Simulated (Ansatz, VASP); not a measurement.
## BeS2: VASP beside Ansatz

```
CELL_PARAMETERS angstrom
-2.22320 2.22320 2.46018
2.22320 -2.22320 2.46018
2.22320 2.22320 -2.46018
ATOMIC_POSITIONS crystal
Be 0.00000 0.00000 0.00000
S 0.50000 0.00000 0.50000
S 0.00000 0.50000 0.50000
```

Alike in both runs: functional PBE; k mesh 6 × 6 × 6; occupations gaussian, width 0.1 eV; no spin polarisation.

Ansatz relaxed the structure, and its values are those at the end. VASP's run is a single point on that final structure, the one shown.

```csv
,VASP,Ansatz
version,VASP 6.6.1,Ansatz 0.2.0
potentials or method,"VASP PAW PBE potentials, release 64 (Be, S), cutoff 520 eV","scalar-relativistic, plane waves, PAW"
valence electrons in the cell,14,14
```

```tsv
	VASP	Ansatz	Ansatz less VASP
gap on the k mesh at the Fermi level (eV)	none	none	-
pressure (GPa)	0.0	0.1	+0.07
```

A gap of «none» marks a metal or a gap that the smearing closes.
